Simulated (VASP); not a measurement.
# Sc2GaS (P6/mmm) in VASP: a series of runs

Runs on Sc2GaS. Level: PBE. Tasks: single point, relaxation of cell and atoms.

Everything below comes from runs of VASP 6.6.1. Logs are shortened: lines on timing, memory, paths and dates and some standing lists are left out, and cuts for length are marked.

### Step 1. The cell of the first run

It takes space group P6/mmm (No. 191, hexagonal). The conventional cell has a = 4.634 Å, b = 4.634 Å, c = 4.825 Å, α = 90.00°, β = 90.00°, γ = 120.00°. Sc (site symmetry -6m2) has 3 Sc at 2.68 Å and 3 Ga at 2.68 Å and 6 S at 3.60 Å within 3.7 Å. Within 3.2 Å of Ga (site symmetry 6/mmm) lie 2 S at 2.41 Å and 6 Sc at 2.68 Å. Within 3.2 Å of S (site symmetry 6/mmm) lie 2 Ga at 2.41 Å.

The cell was generated, and may not be a known phase.

### Step 2. Single point, PBE

INCAR

```
PREC = Accurate
ENCUT = 520
EDIFF = 1E-7
ISMEAR = 0
SIGMA = 0.1
LREAL = F
LASPH = T
NELM = 60
ALGO = Normal
ISIF = 2
LWAVE = F
LCHARG = T
GGA = PE
LELF = T
LVHAR = T
NBANDS = 28
```

KPOINTS

```
regular mesh
0
Gamma
  6 6 4
```

POSCAR

```
Sc2GaS
1.0
    4.6338607700      0.0000000000      0.0000000000
   -2.3169303800      4.0130411400      0.0000000000
    0.0000000000      0.0000000000      4.8252871400
Sc Ga S
2 1 1
Direct
    0.3333333300      0.6666666700      0.0000000000
    0.6666666700      0.3333333300      0.0000000000
    0.0000000000      0.0000000000      0.0000000000
    0.0000000000      0.0000000000      0.5000000000
```

Potentials or basis: VASP PAW PBE potentials, release 64 (Sc_sv, Ga_d, S).

The run is started by

```console
> cat potpaw_PBE.64/Sc_sv/POTCAR potpaw_PBE.64/Ga_d/POTCAR potpaw_PBE.64/S/POTCAR > POTCAR
> mpirun -np 1 vasp_std > vasp.out
```

OUTCAR:

```text
PREC = Accurate
   ENCUT = 520
   EDIFF = 1E-7
   ISMEAR = 0
   LREAL = F
   LASPH = T
   NELM = 60
   ISIF = 2
   GGA = PE

 ion  position               nearest neighbor table
   1  0.333  0.667  0.000-   2 2.68   3 2.68   2 2.68   3 2.68   3 2.68   2 2.68
   2  0.667  0.333  0.000-   1 2.68   3 2.68   1 2.68   3 2.68   3 2.68   1 2.68
   3  0.000  0.000  0.000-   4 2.41   4 2.41   1 2.68   2 2.68   1 2.68   2 2.68   2 2.68   1 2.68

   4  0.000  0.000  0.500-   3 2.41   3 2.41

  LATTYP: Found a hexagonal cell.
 ALAT       =     4.6338607700
 C/A-ratio  =     1.0413103413

  Lattice vectors:

 A1 = (   4.6338607700,   0.0000000000,   0.0000000000)
 A2 = (  -2.3169303800,   4.0130411400,   0.0000000000)
 A3 = (   0.0000000000,   0.0000000000,   4.8252871400)

Analysis of symmetry for initial positions (statically):
=====================================================================
 Subroutine PRICEL returns:
 Original cell was already a primitive cell.

 Routine SETGRP: Setting up the symmetry group for a
 hexagonal supercell.

 Subroutine GETGRP returns: Found 24 space group operations
 (whereof 24 operations were pure point group operations)
 out of a pool of 24 trial point group operations.

The static configuration has the point symmetry D_6h.

Analysis of symmetry for dynamics (positions and initial velocities):
=====================================================================
 Subroutine PRICEL returns:
 Original cell was already a primitive cell.

 Routine SETGRP: Setting up the symmetry group for a
 hexagonal supercell.

 Subroutine GETGRP returns: Found 24 space group operations
 (whereof 24 operations were pure point group operations)
 out of a pool of 24 trial point group operations.

The dynamic configuration has the point symmetry D_6h.

 Subroutine INISYM returns: Found 24 space group operations
 (whereof 24 operations are pure point group operations),
 and found     1 'primitive' translations

----------------------------------------------------------------------------------------

                                     Primitive cell

  volume of cell :      89.7304

  direct lattice vectors                    reciprocal lattice vectors
     4.633860770  0.000000000  0.000000000     0.215802772  0.124593788  0.000000000
[... 83 lines left out ...]
   LASPH  =      T    aspherical Exc in radial PAW
   ENCUT  =  520.0 eV  38.22 Ry    6.18 a.u.   8.62  8.62  8.97*2*pi/ulx,y,z
   NELM   =     60;   NELMIN=  2; NELMDL= -5     # of ELM steps
   EDIFF  = 0.1E-06   stopping-criterion for ELM
   LREAL  =      F    real-space projection
   EDIFFG = 0.1E-05   stopping-criterion for IOM
   NSW    =      0    number of steps for IOM
   IBRION =     -1    ionic relax: 0-MD 1-quasi-New 2-CG
   NFREE  =      0    steps in history (QN), initial steepest desc. (CG)
   ISIF   =      2    stress and relaxation
   ISYM   =      2    0-nonsym 1-usesym 2-fastsym
   POTIM  = 0.5000    time-step for ionic-motion
   TEBEG  =    0.0;   TEEND  =   0.0 temperature during run
   PSTRESS=    0.0 pullay stress
   NELECT =      41.0000    total number of electrons
   NUPDOWN=      -1.0000    fix difference up-down
   EMIN   =  10.00;   EMAX   =-10.00  energy-range for DOS
   EFERMI =   0.00;   METHOD = LEGACY
   ISMEAR =     0;   SIGMA  =   0.10  broadening in eV -4-tet -1-fermi 0-gaus
   EFERMI_NEDOS =   21; number of points for ismear=-14 and -15
   IALGO  =     38    algorithm
   IMIX   =      4    mixing-type and parameters
     AMIX     =   0.40;   BMIX     =  1.00
     AMIX_MAG =   1.60;   BMIX_MAG =  1.00
  volume/ion in A,a.u.               =      22.43       151.38
  Fermi-wavevector in a.u.,A,eV,Ry     =   1.260926  2.382804 21.632364  1.589934
  Thomas-Fermi vector in A             =   2.394411
   LORBIT       =      0    0 simple, 1 ext, 2 COOP (PROOUT), +10 PAW based schemes
   GGA     = PE    functional components
   LHFCALC =     F    Hartree Fock is set to
   AEXX    =    0.0000 exact exchange contribution
   IVDW    =     0    specifies the selected vdW correction
   LEPSILON=     F    determine dielectric tensor
   LRPA    =     F    only Hartree local field effects (RPA)
 non-spin polarized calculation
 Gauss-broadening in eV      SIGMA  =   0.10
  energy-cutoff  :      520.00
  volume of cell :       89.73
 maximum number of plane-waves:      2436
 NGX is ok and might be reduce to    36
   NGX = 17   NGY = 17   NGZ = 17

 number of electron      41.0000015 magnetization

 Free energy of the ion-electron system (eV)
  ---------------------------------------------------
  ext. energy  EPLUGINS =         0.00000000
  ---------------------------------------------------
  free energy    TOTEN  =       -17.69619635 eV

  energy without entropy =      -17.67765028  energy(sigma->0) =      -17.68692332

 E-fermi :   4.6085     XC(G=0):  -9.5869

 val. band max:        4.5527470969   @ k =   0.3333   0.0000   0.5000
 cond. band min:       4.6380929493   @ k =   0.3333   0.0000   0.0000
 fundamental gap:      0.0853458523
 Fermi energy:         4.6084577437

 k-point     1 :       0.0000    0.0000    0.0000
  band No.  band energies     occupation
      1     -45.0701      2.00000
      2     -44.7883      2.00000
      3     -23.9670      2.00000
      4     -23.9633      2.00000
      5     -23.9633      2.00000
      6     -23.7430      2.00000
[... 640 lines left out ...]
     27       6.4851      0.00000
     28       6.4971      0.00000

------------------------ aborting loop because EDIFF is reached ----------------------------------------

  FORCE on cell =-STRESS in cart. coord.  units (eV):
  Direction    XX          YY          ZZ          XY          YZ          ZX
  --------------------------------------------------------------------------------------
  -------------------------------------------------------------------------------------
  Total        7.1755428      7.1755428      3.2700778      0.0000000     -0.0000000      0.0000000
  in kB      128.1225540    128.1225537     58.3887150      0.0000002     -0.0000000      0.0000000
  external PRESSURE =     104.8779409 kB  Pullay stress =       0.0000000 kB

 VOLUME and BASIS-vectors are now :
 -----------------------------------------------------------------------------
  energy-cutoff  :      520.00
  volume of cell :       89.73
      direct lattice vectors                 reciprocal lattice vectors
     4.633860770  0.000000000  0.000000000     0.215802772  0.124593788  0.000000000
    -2.316930380  4.013041140  0.000000000     0.000000000  0.249187577  0.000000000
     0.000000000  0.000000000  4.825287140     0.000000000  0.000000000  0.207241553

 POSITION                                       TOTAL-FORCE (eV/Angst)
 -----------------------------------------------------------------------------------
     -0.00000      2.67536      0.00000         0.000000      0.000000      0.000000
      2.31693      1.33768      0.00000        -0.000000      0.000000     -0.000000
      0.00000      0.00000      0.00000        -0.000000      0.000000      0.000000
      0.00000      0.00000      2.41264        -0.000000      0.000000      0.000000
 -----------------------------------------------------------------------------------
    total drift:                               -0.000000      0.000000     -0.000000

  FREE ENERGIE OF THE ION-ELECTRON SYSTEM (eV)
  ---------------------------------------------------
  free  energy   TOTEN  =       -17.6961963549 eV

  energy  without entropy=      -17.6776502818  energy(sigma->0) =      -17.68692332
```

OSZICAR:

```text
N       E                     dE             d eps       ncg     rms          rms(c)
DAV:   1     0.601878879111E+03    0.60188E+03   -0.19383E+04  1232   0.184E+03
DAV:   2     0.464691205123E+02   -0.55541E+03   -0.54591E+03  1424   0.628E+02
DAV:   3    -0.163392719630E+02   -0.62808E+02   -0.60603E+02  1784   0.222E+02
DAV:   4    -0.199169209690E+02   -0.35776E+01   -0.35180E+01  1856   0.459E+01
DAV:   5    -0.200271787658E+02   -0.11026E+00   -0.10972E+00  1868   0.766E+00    0.130E+01
DAV:   6    -0.181487148828E+02    0.18785E+01   -0.11257E+01  1824   0.218E+01    0.580E+00
DAV:   7    -0.177984953009E+02    0.35022E+00   -0.16046E+00  1996   0.988E+00    0.376E+00
DAV:   8    -0.176972337581E+02    0.10126E+00   -0.53049E-01  1892   0.562E+00    0.996E-01
DAV:   9    -0.176951594840E+02    0.20743E-02   -0.24257E-02  1756   0.144E+00    0.567E-01
DAV:  10    -0.176961488075E+02   -0.98932E-03   -0.28688E-03  1644   0.341E-01    0.107E-01
DAV:  11    -0.176961423339E+02    0.64736E-05   -0.65278E-04  1820   0.251E-01    0.258E-02
DAV:  12    -0.176961846072E+02   -0.42273E-04   -0.57294E-05  1688   0.665E-02    0.249E-02
DAV:  13    -0.176961948058E+02   -0.10199E-04   -0.25892E-05  1592   0.351E-02    0.543E-03
DAV:  14    -0.176961962915E+02   -0.14857E-05   -0.35311E-06  1528   0.106E-02    0.174E-03
DAV:  15    -0.176961963549E+02   -0.63424E-07   -0.50726E-07  1380   0.493E-03
   1 F= -.17696196E+02 E0= -.17686923E+02  d E =-.185461E-01
```

stdout:

```text
POSCAR found type information on POSCAR ScGaS
 POSCAR found :  3 types and       4 ions
 scaLAPACK will be used
 LDA part: xc-table for (Slater+PW92), standard interpolation
 POSCAR, INCAR and KPOINTS ok, starting setup
 FFT: planning ... GRIDC
 FFT: planning ... GRID_SOFT
 FFT: planning ... GRID
 WAVECAR not read
 entering main loop
```

Wall time 80 s (1 thread of Oxide Virtual Turin-like, shared host); peak memory 0.19 GiB.

What came out:

| Property | Result |
| --- | --- |
| Free energy | -17.6962 eV |
| Pressure | 10.5 GPa |
| Band gap on the k mesh | zero (an odd number of electrons rules out a gap without spin polarisation) |

Levels at points of the mesh, in eV from the Fermi level:
```
           k point  band 16  band 17  band 18  band 19  band 20  band 21  band 22  band 23  band 24  band 25
(0.00, 0.00, 0.00)    -5.22    -3.49    -3.49    -0.57    -0.27    -0.27     0.52     0.52     1.12     1.12
(0.50, 0.00, 0.00)    -4.97    -4.92    -3.46    -1.17    -0.54    -0.36    -0.09     0.97     1.16     1.24
(0.00, 0.00, 0.50)    -2.69    -2.69    -1.80    -1.80    -0.89     0.17     0.17     0.61     1.23     1.23
(0.50, 0.00, 0.50)    -3.92    -3.19    -2.91    -1.11    -0.61    -0.19     0.76     0.84     1.31     1.41
```

Caveat: the stress differs along the axes, from 6 to 13 GPa.

### Step 3. Single point, PBE

This run uses another cell than the first one, of 26.81 Å³/atom.

INCAR

```
SYSTEM = Sc2GaS
PREC = Accurate
ENCUT = 520
EDIFF = 1E-7
ISMEAR = 0
SIGMA = 0.1
LREAL = .FALSE.
LASPH = .TRUE.
NELM = 60
ALGO = Normal
ISIF = 2
LWAVE = .FALSE.
LCHARG = .FALSE.
GGA = PE
NBANDS = 28
```

KPOINTS

```
Automatic mesh
0
G
  6 6 4
  0 0 0
```

POSCAR

```
Sc2GaS
1.0
    4.9719723817     -0.0000000031      0.0000000000
   -2.4859861882      4.3058543910      0.0000000000
    0.0000000000      0.0000000000      5.0092273589
Sc Ga S
2 1 1
Direct
    0.3333333333      0.6666666667      0.0000000000
    0.6666666667      0.3333333333      0.0000000000
    0.0000000000      0.0000000000      0.0000000000
    0.0000000000      0.0000000000      0.5000000000
```

Potentials or basis: VASP PAW PBE potentials, release 64 (Sc_sv, Ga_d, S).

The run is started by

```console
> cat potpaw_PBE.64/Sc_sv/POTCAR potpaw_PBE.64/Ga_d/POTCAR potpaw_PBE.64/S/POTCAR > POTCAR
> mpirun -np 1 vasp_std > vasp.out
```

It took 4.1 min on 1 thread of Oxide Virtual Turin-like, shared host; peak memory 0.24 GiB.

The run converged. Its results:

```yaml
Free_energy: -18.2504 eV
Pressure: 0.1 GPa
Band_gap_on_the_k_mesh: zero (an odd number of electrons rules out a gap without spin polarisation)
```

Levels at points of the mesh, in eV from the Fermi level:
```tsv
k point	band 17	band 18	band 19	band 20	band 21	band 22	band 23	band 24
(0.00, 0.00, 0.00)	-2.97	-2.97	-0.46	-0.11	-0.11	0.59	0.59	0.83
(0.50, 0.00, 0.00)	-4.28	-2.96	-1.01	-0.60	-0.11	0.14	0.90	1.02
(0.00, 0.00, 0.50)	-2.27	-1.41	-1.41	-0.85	0.31	0.31	0.47	0.92
(0.50, 0.00, 0.50)	-2.75	-2.63	-0.78	-0.48	-0.05	0.43	0.78	0.89
```

(Part 1 of 2 ends here.)

The gap in the log of VASP goes by the Fermi energy; the results here count the filled bands.